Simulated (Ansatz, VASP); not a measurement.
Si11SnO24 in VASP and in Ansatz

Contents of INCAR:

```
PREC = Accurate ; ENCUT = 520
EDIFF = 1E-8 ; ISMEAR = -1
SIGMA = 0.01 ; LREAL = Auto
LASPH = T ; NELM = 100
ALGO = Normal ; ISIF = 2
LWAVE = F ; LCHARG = F
GGA = PE ; LEFG = T
NBANDS = 125
```

The input KPOINTS:

```
Automatic mesh
0
Gamma
  3 3 4
```

The input POSCAR:

```
Si11SnO24
1.0
   -7.3748367111      4.2578639604      5.4316252501
    7.3748367111     -4.2578639604      5.4316252501
    2.4582789037      4.2578639604     -5.4316252501
Sn Si O
1 11 24
Direct
    0.4010657817      0.1666666667      0.2343991150
    0.9010657817      0.6666666667      0.2343991150
    0.9010657817      0.1666666667      0.7343991150
    0.4010657817      0.6666666667      0.7343991150
    0.2656008850      0.2656008850      0.5312017700
    0.7656008850      0.7656008850      0.5312017700
    0.7656008850      0.2656008850      0.0312017700
    0.2656008850      0.7656008850      0.0312017700
    0.3333333333      0.5677324483      0.2343991150
    0.8333333333      0.0677324483      0.2343991150
    0.8333333333      0.5677324483      0.7343991150
    0.3333333333      0.0677324483      0.7343991150
    0.6396296950      0.3461789800      0.4379890750
    0.1396296950      0.8461789800      0.4379890750
    0.1396296950      0.3461789800      0.9379890750
    0.6396296950      0.8461789800      0.9379890750
    0.8683072867      0.7340271817      0.7211815350
    0.3683072867      0.2340271817      0.7211815350
    0.3683072867      0.7340271817      0.2211815350
    0.8683072867      0.2340271817      0.2211815350
    0.3137924183      0.2415232383      0.3408293900
    0.8137924183      0.7415232383      0.3408293900
    0.8137924183      0.2415232383      0.8408293900
    0.3137924183      0.7415232383      0.8408293900
    0.5270369717      0.5993061517      0.3408293900
    0.0270369717      0.0993061517      0.3408293900
    0.0270369717      0.5993061517      0.8408293900
    0.5270369717      0.0993061517      0.8408293900
    0.3528742483      0.4871543533      0.7211815350
    0.8528742483      0.9871543533      0.7211815350
    0.8528742483      0.4871543533      0.2211815350
    0.3528742483      0.9871543533      0.2211815350
    0.2983593800      0.5918100950      0.4379890750
    0.7983593800      0.0918100950      0.4379890750
    0.7983593800      0.5918100950      0.9379890750
    0.2983593800      0.0918100950      0.9379890750
```

Input for Ansatz:

```yaml
crystal:
  lattice:
    - [-7.3748367111, 4.2578639604, 5.4316252501]
    - [7.3748367111, -4.2578639604, 5.4316252501]
    - [2.4582789037, 4.2578639604, -5.4316252501]
  atoms:
    - { symbol: Sn, position: [0.4010657817, 0.1666666667, 0.234399115] }
    - { symbol: Si, position: [0.9010657817, 0.6666666667, 0.234399115] }
    - { symbol: Si, position: [0.9010657817, 0.1666666667, 0.734399115] }
    - { symbol: Si, position: [0.4010657817, 0.6666666667, 0.734399115] }
    - { symbol: Si, position: [0.265600885, 0.265600885, 0.53120177] }
    - { symbol: Si, position: [0.765600885, 0.765600885, 0.53120177] }
    - { symbol: Si, position: [0.765600885, 0.265600885, 0.03120177] }
    - { symbol: Si, position: [0.265600885, 0.765600885, 0.03120177] }
    - { symbol: Si, position: [0.3333333333, 0.5677324483, 0.234399115] }
    - { symbol: Si, position: [0.8333333333, 0.0677324483, 0.234399115] }
    - { symbol: Si, position: [0.8333333333, 0.5677324483, 0.734399115] }
    - { symbol: Si, position: [0.3333333333, 0.0677324483, 0.734399115] }
    - { symbol: O, position: [0.639629695, 0.34617898, 0.437989075] }
    - { symbol: O, position: [0.139629695, 0.84617898, 0.437989075] }
    - { symbol: O, position: [0.139629695, 0.34617898, 0.937989075] }
    - { symbol: O, position: [0.639629695, 0.84617898, 0.937989075] }
    - { symbol: O, position: [0.8683072867, 0.7340271817, 0.721181535] }
    - { symbol: O, position: [0.3683072867, 0.2340271817, 0.721181535] }
    - { symbol: O, position: [0.3683072867, 0.7340271817, 0.221181535] }
    - { symbol: O, position: [0.8683072867, 0.2340271817, 0.221181535] }
    - { symbol: O, position: [0.3137924183, 0.2415232383, 0.34082939] }
    - { symbol: O, position: [0.8137924183, 0.7415232383, 0.34082939] }
    - { symbol: O, position: [0.8137924183, 0.2415232383, 0.84082939] }
    - { symbol: O, position: [0.3137924183, 0.7415232383, 0.84082939] }
    - { symbol: O, position: [0.5270369717, 0.5993061517, 0.34082939] }
    - { symbol: O, position: [0.0270369717, 0.0993061517, 0.34082939] }
    - { symbol: O, position: [0.0270369717, 0.5993061517, 0.84082939] }
    - { symbol: O, position: [0.5270369717, 0.0993061517, 0.84082939] }
    - { symbol: O, position: [0.3528742483, 0.4871543533, 0.721181535] }
    - { symbol: O, position: [0.8528742483, 0.9871543533, 0.721181535] }
    - { symbol: O, position: [0.8528742483, 0.4871543533, 0.221181535] }
    - { symbol: O, position: [0.3528742483, 0.9871543533, 0.221181535] }
    - { symbol: O, position: [0.29835938, 0.591810095, 0.437989075] }
    - { symbol: O, position: [0.79835938, 0.091810095, 0.437989075] }
    - { symbol: O, position: [0.79835938, 0.591810095, 0.937989075] }
    - { symbol: O, position: [0.29835938, 0.091810095, 0.937989075] }
kpoints:
  mp_grid: { grid: [3, 3, 4] }
scf:
  occupations: { method: fermi_dirac, width: 0.01 }
hamiltonian:
  xc: pbe
  pseudopotentials: { kind: paw }
output:
  forces: true
  stress: true
  populations: true
  efg:
    quadrupole_moments_barn: { Sn: -0.132, O: -0.02558 }
    contact_densities: true
```

Alike in both runs: task electric field gradients; functional PBE; k mesh 3 × 3 × 4; occupations fermi-dirac, width 0.01 eV; no spin polarisation.

```csv
,VASP,Ansatz
version,VASP 6.6.1,Ansatz 0.2.0
potentials or method,"VASP PAW PBE potentials, release 64 (Sn_d, Si, O)","plane-wave PAW, scalar-relativistic"
plane-wave cutoff (eV),520,420
valence electrons in the cell,202,202
```

```tsv
	VASP	Ansatz	Ansatz less VASP
gap on the k mesh at the Fermi level (eV)	5.75	5.75	0.000
pressure (GPa)	19.7	20.6	+0.83
traceless stress, the component that is largest in VASP (GPa)	-0.19	-0.19	-0.001
rms of the force components (eV/Å)	3.496	3.747	+0.2509
size of Vzz on the site where it differs most (V/Å²)	87.0	91.2	+4.19
```

Atom by atom the forces differ by 0.252 eV/Å (rms over components). With one functional, cell and mesh, what is left measures potentials, basis and numerics.
